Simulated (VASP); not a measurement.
Set up this calculation in VASP 6.6.1, as the native input.

| Property | Result |
| --- | --- |
| Task | single point |
| Functional | PBE |
| Potentials or basis | VASP PAW PBE potentials, release 64 (Si) |
| Cutoff | 520 eV |
| k mesh | 1 × 1 × 1 |
| Occupations | gaussian, width 0.02 eV |
| Spin | no spin polarisation |
| Dipole correction | no |
| Further INCAR settings | LREAL = Auto; ALGO = Normal; EDIFF = 1e-06; NBANDS = 126 |

The structure of Si lies in POSCAR:

```
Si
1.0
   -3.8512806359      6.6706137355     -6.3650227141
    7.7025612717      0.0000000001     -6.3650227141
   -3.8512806358     -6.6706137355     -6.3650227141
Si
48
Direct
    0.3123563533      0.1456896866      0.4790230200
    0.9790230200      0.3123563533      0.6456896866
    0.6456896866      0.9790230200      0.3123563533
    0.4790230200      0.8123563533      0.6456896866
    0.1456896866      0.4790230200      0.3123563533
    0.8123563533      0.6456896866      0.4790230200
    0.4790230200      0.3123563533      0.1456896866
    0.1456896866      0.9790230200      0.8123563533
    0.8123563533      0.1456896866      0.9790230200
    0.3123563533      0.6456896866      0.9790230200
    0.9790230200      0.8123563533      0.1456896866
    0.6456896866      0.4790230200      0.8123563533
    0.9790230200      0.1456896866      0.3123563533
    0.6456896866      0.3123563533      0.4790230200
    0.3123563533      0.9790230200      0.1456896866
    0.1456896866      0.8123563533      0.4790230200
    0.8123563533      0.4790230200      0.1456896866
    0.4790230200      0.6456896866      0.3123563533
    0.1456896866      0.3123563533      0.9790230200
    0.8123563533      0.9790230200      0.6456896866
    0.4790230200      0.1456896866      0.8123563533
    0.9790230200      0.6456896866      0.8123563533
    0.6456896866      0.8123563533      0.9790230200
    0.3123563533      0.4790230200      0.6456896866
    0.1876436467      0.0209769800      0.3543103134
    0.8543103134      0.1876436467      0.5209769800
    0.5209769800      0.8543103134      0.1876436467
    0.3543103134      0.6876436467      0.5209769800
    0.0209769800      0.3543103134      0.1876436467
    0.6876436467      0.5209769800      0.3543103134
    0.3543103134      0.1876436467      0.0209769800
    0.0209769800      0.8543103134      0.6876436467
    0.6876436467      0.0209769800      0.8543103134
    0.1876436467      0.5209769800      0.8543103134
    0.8543103134      0.6876436467      0.0209769800
    0.5209769800      0.3543103134      0.6876436467
    0.8543103134      0.0209769800      0.1876436467
    0.5209769800      0.1876436467      0.3543103134
    0.1876436467      0.8543103134      0.0209769800
    0.0209769800      0.6876436467      0.3543103134
    0.6876436467      0.3543103134      0.0209769800
    0.3543103134      0.5209769800      0.1876436467
    0.0209769800      0.1876436467      0.8543103134
    0.6876436467      0.8543103134      0.5209769800
    0.3543103134      0.0209769800      0.6876436467
    0.8543103134      0.5209769800      0.6876436467
    0.5209769800      0.6876436467      0.8543103134
    0.1876436467      0.3543103134      0.5209769800
```

This isn't the form of Si at room conditions, which is diamond.

The input as run:

INCAR

```
SYSTEM = Si
PREC     = Accurate       ! precision mode
ENCUT    = 520            ! plane-wave cutoff, eV
EDIFF    = 1E-6           ! SCF threshold, eV
ISMEAR   = 0              ! smearing method
SIGMA    = 0.02           ! smearing width, eV
LREAL    = Auto         
LASPH    = .TRUE.         ! aspherical terms in the spheres
NELM     = 100            ! most SCF steps
ALGO     = Normal         ! electronic algorithm
ISIF     = 2              ! what is computed and relaxed
LWAVE    = .FALSE.        ! write WAVECAR
LCHARG   = .TRUE.         ! write CHGCAR
GGA      = PE             ! functional
LELF     = .TRUE.         ! ELF
LVHAR    = .TRUE.       
NBANDS   = 126            ! bands
```

KPOINTS

```
Automatic mesh
0
G
  1 1 1
  0 0 0
```

Potentials or basis: VASP PAW PBE potentials, release 64 (Si).

Command:

```sh
$ cat potpaw_PBE.64/Si/POTCAR > POTCAR
$ mpirun -np 1 vasp_gam > vasp.out
```

It gave:

- Pressure: -0.8 GPa
- Largest force: 0.056 eV/Å

Caveat: the k points lie up to 0.64 Å⁻¹ apart.

Run time: 6.8 min on 1 thread of Intel(R) Xeon(R) Platinum 8259CL CPU @ 2.50GHz (Skylake/Cascade Lake), on a shared host, peak memory 0.88 GiB.
